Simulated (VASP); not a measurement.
# SiC: single point with PBE

SiC:

```
CELL_PARAMETERS angstrom
3.07881 0.00000 0.00000
-1.53941 2.66633 0.00000
0.00000 0.00000 20.13868
ATOMIC_POSITIONS crystal
Si 0.33333 0.66667 0.87519
Si 0.33333 0.66667 0.62499
Si 0.00000 0.00000 0.00010
Si 0.66667 0.33333 0.75011
Si 0.66667 0.33333 0.37519
Si 0.33333 0.66667 0.25011
Si 0.00000 0.00000 0.50010
Si 0.66667 0.33333 0.12499
C 0.33333 0.66667 0.34412
C 0.66667 0.33333 0.21872
C 0.66667 0.33333 0.84412
C 0.00000 0.00000 0.59385
C 0.33333 0.66667 0.96892
C 0.00000 0.00000 0.09385
C 0.33333 0.66667 0.71872
C 0.66667 0.33333 0.46892
```

```yaml
Program: VASP 6.6.1
Task: single point
Functional: PBE
Potentials_or_basis: VASP PAW PBE potentials, release 64 (Si, C)
Cutoff: 520 eV
k_mesh: 12 × 12 × 2
Occupations: fermi-dirac, width 0.02 eV
Spin: no spin polarisation
```

* Pressure: 3.5 GPa
* Largest force: 0.019 eV/Å
* Band gap on the k mesh: 1.77 eV (least direct gap 2.86 eV)

Forces on the atoms (eV/Å):
```
Si   0.000  0.000 -0.002
Si   0.000  0.000 -0.003
Si   0.000  0.000 -0.002
Si   0.000  0.000 -0.003
Si   0.000  0.000 -0.002
Si   0.000  0.000 -0.003
Si   0.000  0.000 -0.002
Si   0.000  0.000 -0.003
C    0.000  0.000 -0.009
C    0.000  0.000  0.019
C    0.000  0.000 -0.009
C    0.000  0.000  0.004
C    0.000  0.000 -0.004
C    0.000  0.000  0.004
C    0.000  0.000  0.019
C    0.000  0.000 -0.004
```

Stress tensor (GPa, compression positive):
```
3.53 0.00 0.00
0.00 3.53 0.00
0.00 0.00 3.38
```

Levels at points of the mesh, in eV from the valence-band top:
```tsv
k point	band 30	band 31	band 32	band 33	band 34	band 35
(0.00, 0.00, 0.00)	-0.03	0.00	0.00	5.23	5.29	5.62
(0.50, 0.00, 0.00)	-1.50	-1.41	-1.09	1.77	1.96	2.86
(0.00, 0.00, 0.50)	-0.05	-0.05	-0.05	5.25	5.25	5.72
(0.50, 0.00, 0.50)	-1.63	-1.21	-1.21	1.89	1.89	2.91
```

Wall time 13 min on 1 thread of Intel Xeon 8259CL (shared host), peak memory 0.34 GiB.

Caveat: the cell stands under pressure. A k mesh can miss the band edges.
